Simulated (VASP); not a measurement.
# LiMnC3N3 (Fm-3m) in VASP: a series of runs

The runs below take LiMnC3N3 through single point, with PBE.

Program: VASP 6.6.1. These are calculated values, not measurements. Logs are shortened: lines on timing, memory, paths and dates and some standing lists are left out, and cuts for length are marked.

## 1. The cell of the first run

Symmetry: Fm-3m, No. 225, cubic system. The conventional cell has a = 10.208 Å, b = 10.208 Å, c = 10.208 Å, α = 90.00°, β = 90.00°, γ = 90.00°. Within 4.8 Å of Li (site symmetry -43m) lie 12 N at 3.65 Å and 12 C at 3.67 Å and 8 Mn at 4.42 Å. Mn (site symmetry m-3m) has 6 C at 1.89 Å within 2.5 Å. Mn (site symmetry m-3m) has 6 N at 2.03 Å within 2.7 Å. Within 1.6 Å of C (site symmetry 4mm) lie 1 N at 1.19 Å. N (site symmetry 4mm) has 1 C at 1.19 Å within 1.6 Å.

## 2. Single point, PBE, collinear spin, ferromagnetic start

INCAR

```
  PREC = Accurate
  ENCUT = 520
  EDIFF = 1E-6
  ISMEAR = 0
  SIGMA = 0.1
  LREAL = Auto
  LASPH = True
  NELM = 150
  ALGO = Normal
  ISIF = 2
  LWAVE = False
  LCHARG = False
  ISPIN = 2
  MAGMOM = 0 0 4 4 0 0 0 0 0 0 0 0 0 0 0 0
  LORBIT = 11
  LMAXMIX = 4
  GGA = PE
  NBANDS = 61
```

KPOINTS

```
Automatic mesh
0
Gamma
  4 4 4
```

POSCAR

```
LiMnC3N3
1.0
    0.0000000000      5.1042428504      5.1042428504
    5.1042428504      0.0000000000      5.1042428504
    5.1042428504      5.1042428504      0.0000000000
Li Mn C N
2 2 6 6
Direct
    0.2500000000      0.2500000000      0.2500000000
    0.7500000000      0.7500000000      0.7500000000
    0.0000000000      0.0000000000      0.0000000000
    0.5000000000      0.5000000000      0.5000000000
    0.8146924365      0.1853075635      0.1853075635
    0.1853075635      0.8146924365      0.1853075635
    0.1853075635      0.1853075635      0.8146924365
    0.1853075635      0.8146924365      0.8146924365
    0.8146924365      0.1853075635      0.8146924365
    0.8146924365      0.8146924365      0.1853075635
    0.6986113472      0.3013886528      0.3013886528
    0.3013886528      0.6986113472      0.3013886528
    0.3013886528      0.3013886528      0.6986113472
    0.3013886528      0.6986113472      0.6986113472
    0.6986113472      0.3013886528      0.6986113472
    0.6986113472      0.6986113472      0.3013886528
```

Potentials or basis: VASP PAW PBE potentials, release 64 (Li_sv, Mn_pv, C, N).

Launch:

```console
$ cat potpaw_PBE.64/Li_sv/POTCAR potpaw_PBE.64/Mn_pv/POTCAR potpaw_PBE.64/C/POTCAR potpaw_PBE.64/N/POTCAR > POTCAR
$ mpirun -np 1 vasp_std > vasp.out
```

OUTCAR:

```text
PREC = Accurate
   ENCUT = 520
   EDIFF = 1E-6
   ISMEAR = 0
   LREAL = Auto
   LASPH = True
   NELM = 150
   ISIF = 2
   ISPIN = 2
   LORBIT = 11
   GGA = PE

 ion  position               nearest neighbor table
   1  0.250  0.250  0.250-
   2  0.750  0.750  0.750-
   3  0.000  0.000  0.000-   5 1.89   6 1.89   7 1.89   8 1.89   9 1.89  10 1.89
   4  0.500  0.500  0.500-  11 2.03  12 2.03  13 2.03  14 2.03  15 2.03  16 2.03
   5  0.815  0.185  0.185-  11 1.19   3 1.89
   6  0.185  0.815  0.185-  12 1.19   3 1.89
   7  0.185  0.185  0.815-  13 1.19   3 1.89
   8  0.185  0.815  0.815-  14 1.19   3 1.89
   9  0.815  0.185  0.815-  15 1.19   3 1.89
  10  0.815  0.815  0.185-  16 1.19   3 1.89
  11  0.699  0.301  0.301-   5 1.19   4 2.03
  12  0.301  0.699  0.301-   6 1.19   4 2.03
  13  0.301  0.301  0.699-   7 1.19   4 2.03
  14  0.301  0.699  0.699-   8 1.19   4 2.03
  15  0.699  0.301  0.699-   9 1.19   4 2.03
  16  0.699  0.699  0.301-  10 1.19   4 2.03

  LATTYP: Found a face centered cubic cell.
 ALAT       =    10.2084857008

  Lattice vectors:

 A1 = (   0.0000000000,   5.1042428504,   5.1042428504)
 A2 = (   5.1042428504,   0.0000000000,   5.1042428504)
 A3 = (   5.1042428504,   5.1042428504,   0.0000000000)

Analysis of symmetry for initial positions (statically):
=====================================================================
 Subroutine PRICEL returns:
 Original cell was already a primitive cell.

 Routine SETGRP: Setting up the symmetry group for a
 face centered cubic supercell.

 Subroutine GETGRP returns: Found 48 space group operations
 (whereof 48 operations were pure point group operations)
 out of a pool of 48 trial point group operations.

The static configuration has the point symmetry O_h .

Analysis of symmetry for dynamics (positions and initial velocities):
=====================================================================
 Subroutine PRICEL returns:
 Original cell was already a primitive cell.

 Routine SETGRP: Setting up the symmetry group for a
 face centered cubic supercell.

 Subroutine GETGRP returns: Found 48 space group operations
 (whereof 48 operations were pure point group operations)
 out of a pool of 48 trial point group operations.

The dynamic configuration has the point symmetry O_h .

Analysis of structural, dynamic, and magnetic symmetry:
=====================================================================
 Subroutine PRICEL returns:
 Original cell was already a primitive cell.

 Routine SETGRP: Setting up the symmetry group for a
 face centered cubic supercell.

 Subroutine GETGRP returns: Found 48 space group operations
 (whereof 48 operations were pure point group operations)
 out of a pool of 48 trial point group operations.

The overall configuration has the point symmetry O_h .

 Subroutine INISYM returns: Found 48 space group operations
 (whereof 48 operations are pure point group operations),
 and found     1 'primitive' translations

----------------------------------------------------------------------------------------

                                     Primitive cell

  volume of cell :     265.9647

  direct lattice vectors                    reciprocal lattice vectors
     0.000000000  5.104242850  5.104242850    -0.097957722  0.097957722  0.097957722
     5.104242850  0.000000000  5.104242850     0.097957722 -0.097957722  0.097957722
     5.104242850  5.104242850  0.000000000     0.097957722  0.097957722 -0.097957722

  length of vectors
     7.218489465  7.218489465  7.218489465     0.169667751  0.169667751  0.169667751

  position of ions in fractional coordinates (direct lattice)
     0.250000000  0.250000000  0.250000000
     0.750000000  0.750000000  0.750000000
     0.000000000  0.000000000  0.000000000
     0.500000000  0.500000000  0.500000000
     0.814692437  0.185307563  0.185307563
     0.185307563  0.814692437  0.185307563
[... 8 lines left out ...]
     0.698611347  0.301388653  0.698611347
     0.698611347  0.698611347  0.301388653

  ion indices of the primitive-cell ions
   primitive index   ion index
                 1           1
                 2           2
                 3           3
                 4           4
                 5           5
                 6           6
[... 8 lines left out ...]
                15          15
                16          16

----------------------------------------------------------------------------------------

 KPOINTS: Automatic mesh

Automatic generation of k-mesh.
 Grid dimensions read from file:
 generate k-points for:    4    4    4

 Generating k-lattice:

  Cartesian coordinates                     Fractional coordinates (reciprocal lattice)
    -0.024489430  0.024489430  0.024489430     0.250000000  0.000000000  0.000000000
     0.024489430 -0.024489430  0.024489430     0.000000000  0.250000000  0.000000000
     0.024489430  0.024489430 -0.024489430     0.000000000  0.000000000  0.250000000

  Length of vectors
     0.042416938  0.042416938  0.042416938

  Shift w.r.t. Gamma in fractional coordinates (k-lattice)
     0.000000000  0.000000000  0.000000000

 Subroutine IBZKPT returns following result:
 ===========================================

 Found      8 irreducible k-points:

 Following reciprocal coordinates:
            Coordinates               Weight
  0.000000  0.000000  0.000000      1.000000
  0.250000  0.000000  0.000000      8.000000
  0.500000  0.000000  0.000000      4.000000
  0.250000  0.250000  0.000000      6.000000
  0.500000  0.250000  0.000000     24.000000
 -0.250000  0.250000  0.000000     12.000000
  0.500000  0.500000  0.000000      3.000000
 -0.250000  0.500000  0.250000      6.000000
   k-points           NKPTS =      8   k-points in BZ     NKDIM =      8   number of bands    NBANDS=     61
   number of dos      NEDOS =    301   number of ions     NIONS =     16
   total plane-waves  NPLWV = 157464
   dimension x,y,z NGX =    54 NGY =   54 NGZ =   54
   dimension x,y,z NGXF=   108 NGYF=  108 NGZF=  108
   ions per type =               2   2   6   6
   NGX,Y,Z   is equivalent  to a cutoff of  12.44, 12.44, 12.44 a.u.
   NGXF,Y,Z  is equivalent  to a cutoff of  24.87, 24.87, 24.87 a.u.
 SYSTEM =  unknown system
   PREC   = accura    normal or accurate (medium, high low for compatibility)
   ISTART =      0    job   : 0-new  1-cont  2-samecut
   ICHARG =      2    charge: 1-file 2-atom 10-const
   ISPIN  =      2    spin polarized calculation?
   LNONCOLLINEAR =      F non collinear calculations
   LSORBIT =      F    spin-orbit coupling
   LASPH  =      T    aspherical Exc in radial PAW
   ENCUT  =  520.0 eV  38.22 Ry    6.18 a.u.  13.42 13.42 13.42*2*pi/ulx,y,z
   NELM   =    150;   NELMIN=  2; NELMDL= -5     # of ELM steps
   EDIFF  = 0.1E-05   stopping-criterion for ELM
   LREAL  =      T    real-space projection
   EDIFFG = 0.1E-04   stopping-criterion for IOM
   NSW    =      0    number of steps for IOM
   IBRION =     -1    ionic relax: 0-MD 1-quasi-New 2-CG
   NFREE  =      0    steps in history (QN), initial steepest desc. (CG)
   ISIF   =      2    stress and relaxation
   ISYM   =      2    0-nonsym 1-usesym 2-fastsym
   POTIM  = 0.5000    time-step for ionic-motion
   TEBEG  =    0.0;   TEEND  =   0.0 temperature during run
   PSTRESS=    0.0 pullay stress
   NELECT =      86.0000    total number of electrons
   NUPDOWN=      -1.0000    fix difference up-down
   EMIN   =  10.00;   EMAX   =-10.00  energy-range for DOS
   EFERMI =   0.00;   METHOD = LEGACY
   ISMEAR =     0;   SIGMA  =   0.10  broadening in eV -4-tet -1-fermi 0-gaus
   EFERMI_NEDOS =   21; number of points for ismear=-14 and -15
   IALGO  =     38    algorithm
   IMIX   =      4    mixing-type and parameters
     AMIX     =   0.40;   BMIX     =  1.00
     AMIX_MAG =   1.60;   BMIX_MAG =  1.00
  volume/ion in A,a.u.               =      16.62       112.18
  Fermi-wavevector in a.u.,A,eV,Ry     =   1.123655  2.123400 17.178723  1.262601
  Thomas-Fermi vector in A             =   2.260322
   LORBIT       =     11    0 simple, 1 ext, 2 COOP (PROOUT), +10 PAW based schemes
   GGA     = PE    functional components
   LHFCALC =     F    Hartree Fock is set to
   AEXX    =    0.0000 exact exchange contribution
   IVDW    =     0    specifies the selected vdW correction
   LEPSILON=     F    determine dielectric tensor
   LRPA    =     F    only Hartree local field effects (RPA)
 spin polarized calculation
 Gauss-broadening in eV      SIGMA  =   0.10
  energy-cutoff  :      520.00
  volume of cell :      265.96
 maximum number of plane-waves:      7239
 NGX is ok and might be reduce to    54
   NGX = 27   NGY = 27   NGZ = 27

 number of electron      85.9999983 magnetization       1.9997314

 Free energy of the ion-electron system (eV)
  ---------------------------------------------------
  ext. energy  EPLUGINS =         0.00000000
  ---------------------------------------------------
  free energy    TOTEN  =      -125.29367811 eV

  energy without entropy =     -125.27022535  energy(sigma->0) =     -125.28195173

 E-fermi :   1.5110     XC(G=0):  -7.6113

 val. band max:        1.4604965106   @ k =   0.5000   0.2500   0.0000
 cond. band min:       1.5473952937   @ k =   0.5000   0.5000   0.0000
 fundamental gap:      0.0868987832
 Fermi energy:         1.5109841463

 spin component 1

 k-point     1 :       0.0000    0.0000    0.0000
  band No.  band energies     occupation
      1     -48.4497      1.00000
      2     -48.4496      1.00000
      3     -48.0179      1.00000
      4     -48.0178      1.00000
      5     -48.0178      1.00000
      6     -46.4586      1.00000
[... 47 lines left out ...]
     54       5.1950      0.00000
[... 405 lines left out ...]
     54       5.4236      0.00000
     55       5.4672      0.00000
 Fermi energy:         1.5109841463

 spin component 2

 k-point     1 :       0.0000    0.0000    0.0000
  band No.  band energies     occupation
      1     -48.4483      1.00000
      2     -48.4482      1.00000
      3     -46.4730      1.00000
      4     -46.4730      1.00000
      5     -46.4730      1.00000
      6     -45.8577      1.00000
[... 47 lines left out ...]
     54       5.4918      0.00000
[... 405 lines left out ...]
     54       5.5123      0.00000
     55       5.5124      0.00000
 [bands above 55 left out]

------------------------ aborting loop because EDIFF is reached ----------------------------------------

  FORCE on cell =-STRESS in cart. coord.  units (eV):
  Direction    XX          YY          ZZ          XY          YZ          ZX
  --------------------------------------------------------------------------------------
  -------------------------------------------------------------------------------------
  Total       -4.6007064     -4.6007064     -4.6007064      0.0000000      0.0000000      0.0000000
  in kB      -27.7147595    -27.7147595    -27.7147595      0.0000000      0.0000000      0.0000000
  external PRESSURE =     -27.7147595 kB  Pullay stress =       0.0000000 kB

 VOLUME and BASIS-vectors are now :
 -----------------------------------------------------------------------------
  energy-cutoff  :      520.00
  volume of cell :      265.96
      direct lattice vectors                 reciprocal lattice vectors
     0.000000000  5.104242850  5.104242850    -0.097957722  0.097957722  0.097957722
     5.104242850  0.000000000  5.104242850     0.097957722 -0.097957722  0.097957722
     5.104242850  5.104242850  0.000000000     0.097957722  0.097957722 -0.097957722

 POSITION                                       TOTAL-FORCE (eV/Angst)
 -----------------------------------------------------------------------------------
      2.55212      2.55212      2.55212         0.000000      0.000000      0.000000
      7.65636      7.65636      7.65636         0.000000     -0.000000      0.000000
      0.00000      0.00000      0.00000         0.000000      0.000000      0.000000
      5.10424      5.10424      5.10424         0.000000      0.000000      0.000000
      1.89171      5.10424      5.10424         0.124506      0.000000      0.000000
      5.10424      1.89171      5.10424         0.000000      0.124506      0.000000
[... 8 lines left out ...]
      5.10424      7.13176      5.10424         0.000000     -1.192348      0.000000
      5.10424      5.10424      7.13176         0.000000      0.000000     -1.192348
 -----------------------------------------------------------------------------------
    total drift:                               -0.000000      0.000000      0.000000

  FREE ENERGIE OF THE ION-ELECTRON SYSTEM (eV)
  ---------------------------------------------------
  free  energy   TOTEN  =      -125.2936781105 eV

  energy  without entropy=     -125.2702253538  energy(sigma->0) =     -125.28195173

 total charge

# of ion       s       p       d       tot
------------------------------------------
    1        1.983   0.002   0.000   1.985
    2        1.983   0.002   0.000   1.985
    3        0.410   6.646   5.387  12.443
    4        0.271   6.333   4.960  11.565
    5        0.955   1.612   0.000   2.567
    6        0.955   1.612   0.000   2.567
[... 8 lines left out ...]
   15        1.289   2.594   0.000   3.883
   16        1.289   2.594   0.000   3.883
--------------------------------------------------
tot         18.108  38.221  10.347  66.677

 magnetization (x)

# of ion       s       p       d       tot
------------------------------------------
    1        0.000   0.000   0.000   0.000
    2        0.000   0.000   0.000   0.000
    3        0.003   0.007   0.570   0.580
    4        0.006   0.010   1.456   1.473
    5       -0.002  -0.007   0.000  -0.009
    6       -0.002  -0.007   0.000  -0.009
[... 8 lines left out ...]
   15       -0.003  -0.003   0.000  -0.006
   16       -0.003  -0.003   0.000  -0.006
--------------------------------------------------
tot         -0.023  -0.039   2.026   1.964
```

Run time: 23 min. Hardware: 1 thread of Intel Xeon 8259CL, shared host; peak memory 0.6 GiB.

Results:

| Item | Value |
| --- | --- |
| Free energy | -125.2937 eV |
| Largest force | 1.192 eV/Å |
| Band gap on the k mesh | zero (filled and empty bands overlap) |
| Net moment | 2.00 μB per cell |
| Site moments | Li +0.00; Mn +0.58, +1.47; C -0.01; N -0.01 μB |
| Valence electrons inside the program's atomic spheres | Li 1.99; Mn 12.44, 11.56; C 2.57; N 3.88 |

Forces in eV/Å, atoms in the order of the input:
```
Li   0.000  0.000  0.000
Li   0.000  0.000  0.000
Mn   0.000  0.000  0.000
Mn   0.000  0.000  0.000
C    0.125  0.000  0.000
C    0.000  0.125  0.000
C    0.000  0.000  0.125
C   -0.125  0.000  0.000
C    0.000 -0.125  0.000
C    0.000  0.000 -0.125
N    1.192  0.000  0.000
N    0.000  1.192  0.000
N    0.000  0.000  1.192
N   -1.192  0.000  0.000
N    0.000 -1.192  0.000
N    0.000  0.000 -1.192
```

Caveat: the cutoff is under 1.25 times the usual one of these potentials, so pressure, stress and relaxed cells hold a basis-set (Pulay) error; the run started ferromagnetic, and an antiferromagnetic order may lie lower in energy; forces of over 1 eV/Å act on the atoms, so gaps and moduli don't describe the material at rest.

## 3. Single point, PBE, collinear spin, ferromagnetic start

This run uses another cell than the first one, of 16.95 Å³/atom.

INCAR: that of step 2 with these lines changed.

```diff
@@ -6,3 +6,3 @@
   LREAL = Auto
-  LASPH = True
+  LASPH = T
   NELM = 150
@@ -10,4 +10,4 @@
   ISIF = 2
-  LWAVE = False
-  LCHARG = False
+  LWAVE = F
+  LCHARG = F
   ISPIN = 2
```

KPOINTS

```
regular mesh
0
Gamma
  4 4 4
```

POSCAR

```
LiMnC3N3
1.0
    0.0000000000      5.1380000000      5.1380000000
    5.1380000000      0.0000000000      5.1380000000
    5.1380000000      5.1380000000      0.0000000000
Li Mn C N
2 2 6 6
Direct
    0.2500000000      0.2500000000      0.2500000000
    0.7500000000      0.7500000000      0.7500000000
    0.0000000000      0.0000000000      0.0000000000
    0.5000000000      0.5000000000      0.5000000000
    0.8114052200      0.1885947800      0.1885947800
    0.1885947800      0.8114052200      0.1885947800
    0.1885947800      0.1885947800      0.8114052200
    0.1885947800      0.8114052200      0.8114052200
    0.8114052200      0.1885947800      0.8114052200
    0.8114052200      0.8114052200      0.1885947800
    0.6975476800      0.3024523200      0.3024523200
    0.3024523200      0.6975476800      0.3024523200
    0.3024523200      0.3024523200      0.6975476800
    0.3024523200      0.6975476800      0.6975476800
    0.6975476800      0.3024523200      0.6975476800
    0.6975476800      0.6975476800      0.3024523200
```

Potentials or basis: VASP PAW PBE potentials, release 64 (Li_sv, Mn_pv, C, N).

Launch:

```console
$ cat potpaw_PBE.64/Li_sv/POTCAR potpaw_PBE.64/Mn_pv/POTCAR potpaw_PBE.64/C/POTCAR potpaw_PBE.64/N/POTCAR > POTCAR
$ mpirun -np 1 vasp_std > vasp.out
```

It took 21 min on 1 thread of Intel Xeon 8259CL, shared host; peak memory 0.61 GiB.

The run converged. Its results:

```yaml
Free_energy: -125.1533 eV
Largest_force: 2.691 eV/Å
Band_gap_on_the_k_mesh: zero (filled and empty bands overlap)
Net_moment: 2.00 μB per cell
Site_moments: Li +0.00; Mn +0.68, +1.40; C -0.01; N -0.01 μB
Valence_electrons_inside_the_program's_atomic_spheres: Li 1.99; Mn 12.23, 11.57; C 2.59; N 3.90
```

Forces on the atoms (eV/Å):
```
Li   0.000  0.000  0.000
Li   0.000  0.000  0.000
Mn   0.000  0.000  0.000
Mn   0.000  0.000  0.000
C   -1.997  0.000  0.000
C    0.000 -1.997  0.000
C    0.000  0.000 -1.997
C    1.997  0.000  0.000
C    0.000  1.997  0.000
C    0.000  0.000  1.997
N    2.691  0.000  0.000
N    0.000  2.691  0.000
N    0.000  0.000  2.691
N   -2.691  0.000  0.000
N    0.000 -2.691  0.000
N    0.000  0.000 -2.691
```

Levels at points of the mesh, in eV from the Fermi level:
Spin up:
```
           k point  band 42  band 43  band 44  band 45  band 46  band 47
(0.00, 0.00, 0.00)    -0.58    -0.58    -0.58     1.09     1.10     1.28
(0.50, 0.00, 0.00)    -1.01    -0.94    -0.94     1.26     1.26     2.25
(0.50, 0.50, 0.00)    -0.76    -0.76    -0.58     1.09     1.19     2.36
```
Spin down:
| k point | band 37 | band 38 | band 39 | band 40 | band 41 | band 42 | band 43 | band 44 | band 45 | band 46 |
| --- | --- | --- | --- | --- | --- | --- | --- | --- | --- | --- |
| (0.00, 0.00, 0.00) | -3.74 | -3.74 | -1.31 | -1.31 | -1.31 | 0.52 | 0.52 | 0.52 | 1.28 | 1.78 |
| (0.50, 0.00, 0.00) | -3.51 | -3.51 | -0.50 | -0.42 | -0.42 | -0.13 | -0.13 | -0.13 | 1.94 | 1.94 |
| (0.50, 0.50, 0.00) | -3.48 | -3.23 | -1.30 | -0.21 | -0.21 | 0.03 | 0.03 | 0.52 | 1.78 | 1.88 |

Caveat: the cutoff is under 1.25 times the usual one of these potentials, so pressure, stress and relaxed cells hold a basis-set (Pulay) error; the run started ferromagnetic, and an antiferromagnetic order may lie lower in energy; forces of over 1 eV/Å act on the atoms, so gaps and moduli don't describe the material at rest.

The gap in the log of VASP goes by the Fermi energy; the results here count the filled bands.